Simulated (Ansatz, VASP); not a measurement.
Two plane-wave programs on SrO

POSCAR

```
SrO
1.0
    4.3537782987      0.0000000000      0.0000000000
   -2.1768891493      3.7704826091      0.0000000000
    0.0000000000      0.0000000000      5.2453439519
Sr O
2 2
Direct
    0.3333333333      0.6666666667     -0.0625000000
    0.6666666667      0.3333333333      0.4375000000
    0.3333333333      0.6666666667      0.4375000000
    0.6666666667      0.3333333333      0.9375000000
```

INCAR.step1

```
SYSTEM = SrO
PREC = Accurate
ENCUT = 520
ISMEAR = 0
SIGMA = 0.01
LREAL = .False.
LASPH = .True.
NELM = 80
NBANDS = 24
GGA = PE
ALGO = Normal
EDIFF = 1E-4
LWAVE = .True.
LCHARG = .False.
```

INCAR.step2

```
SYSTEM = SrO
PREC = Accurate
ENCUT = 520
EDIFF = 1E-6
ISMEAR = 0
SIGMA = 0.01
LREAL = .False.
LASPH = .True.
NELM = 80
ALGO = Normal
ISIF = 2
LWAVE = .False.
LCHARG = .False.
METAGGA = R2SCAN
LMIXTAU = .True.
NBANDS = 24
ISTART = 1
```

Contents of KPOINTS:

```
regular mesh
0
Gamma
  6 6 4
  0 0 0
```

Input for Ansatz:

```yaml
crystal:
  lattice:
    - [4.3537782987, 0.0, 0.0]
    - [-2.1768891493, 3.7704826091, 0.0]
    - [0.0, 0.0, 5.2453439519]
  atoms:
    - { symbol: Sr, position: [0.3333333333, 0.6666666667, -0.0625] }
    - { symbol: Sr, position: [0.6666666667, 0.3333333333, 0.4375] }
    - { symbol: O, position: [0.3333333333, 0.6666666667, 0.4375] }
    - { symbol: O, position: [0.6666666667, 0.3333333333, 0.9375] }
kpoints:
  mp_grid: { grid: [6, 6, 4] }
hamiltonian:
  xc: r2scan
scf:
  occupations: { method: fixed }
  n_extra_bands: 5
output:
  forces: true
  stress: true
  eigenvalues: true
```

Alike in both runs: task single point; functional r2SCAN; k mesh 6 × 6 × 4; no spin polarisation.

|  | VASP | Ansatz |
| --- | --- | --- |
| version | VASP 6.6.1 | Ansatz 0.2.0 |
| potentials or method | VASP PAW PBE potentials, release 64 (Sr_sv, O) | plane waves, PAW |
| plane-wave cutoff (eV) | 520 | 500 |
| occupations | gaussian, width 0.01 eV | fixed |
| valence electrons in the cell | 32 | 32 |

Ansatz gave:

* gap on the k mesh at the Fermi level (eV): 2.85
* pressure (GPa): -3.9
* traceless stress, the component that is largest in VASP (GPa): -0.27

Task: What did VASP give for the same quantities?

Result: gap on the k mesh at the Fermi level (eV): 2.84; pressure (GPa): -3.5; traceless stress, the component that is largest in VASP (GPa): -0.27.

VASP's potentials were made for PBE, not for r2SCAN.
